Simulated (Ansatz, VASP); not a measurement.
**Two plane-wave programs on NaF**

Contents of INCAR:

```
PREC     = Accurate       # precision mode
ENCUT    = 520            # plane-wave cutoff, eV
EDIFF    = 1E-6           # SCF threshold, eV
ISMEAR   = 0              # smearing method
SIGMA    = 0.05           # smearing width, eV
LREAL    = F              # projectors in reciprocal space
LASPH    = T              # aspherical terms in the spheres
NELM     = 100            # most SCF steps
ALGO     = Normal         # electronic algorithm
ISIF     = 2              # what is computed and relaxed
LWAVE    = F              # write WAVECAR
LCHARG   = F              # write CHGCAR
GGA      = CA             # functional
NBANDS   = 14             # bands
```

Contents of KPOINTS:

```
Automatic mesh
0
Gamma
  8 8 8
```

The input POSCAR:

```
NaF
1.0
    0.0000000000      2.2652175000      2.2071350000
    2.2652175000      0.0000000000      2.2071350000
    2.2652175000      2.2652175000      0.0000000000
Na F
1 1
Direct
    0.0000000000      0.0000000000      0.0000000000
    0.5000000000      0.5000000000      0.5000000000
```

Input for Ansatz:

```yaml
crystal:
  lattice:
    - [0.0, 2.2652175, 2.207135]
    - [2.2652175, 0.0, 2.207135]
    - [2.2652175, 2.2652175, 0.0]
  atoms:
    - { symbol: Na, position: [0.0, 0.0, 0.0] }
    - { symbol: F, position: [0.5, 0.5, 0.5] }
basis:
  ecutwfc: 420
kpoints:
  mp_grid: { grid: [8, 8, 8] }
hamiltonian:
  xc: lda
scf:
  occupations: { method: gaussian, width: 0.05 }
output:
  forces: true
  stress: true
  eigenvalues: true
```

Change from the starting cell: strain -0.025 along x and y, -0.050 along z, atoms carried along.

Alike in both runs: task single point; functional LDA; k mesh 8 × 8 × 8; occupations gaussian, width 0.05 eV; no spin polarisation.

|  | VASP | Ansatz |
| --- | --- | --- |
| version | VASP 6.6.1 | Ansatz 0.2.0 |
| potentials or method | VASP PAW LDA potentials, release 64 (Na_pv, F), cutoff 520 eV | scalar-relativistic, plane waves, PAW |
| valence electrons in the cell | 14 | 16 |

```csv
,VASP,Ansatz,Ansatz less VASP
gap on the k mesh at the Fermi level (eV),6.47,6.50,+0.023
least direct gap on the mesh (eV),6.47,6.50,+0.023
pressure (GPa),0.6,0.6,0.00
"traceless stress, the component that is largest in VASP (GPa)",2.13,2.06,-0.066
```

LDA's correlation is that of Perdew and Zunger in VASP and of Perdew and Wang (1992) in Ansatz. VASP's potentials hold 14 valence electrons a cell and Ansatz's 16, so a difference there can come from the potentials and not from the codes.
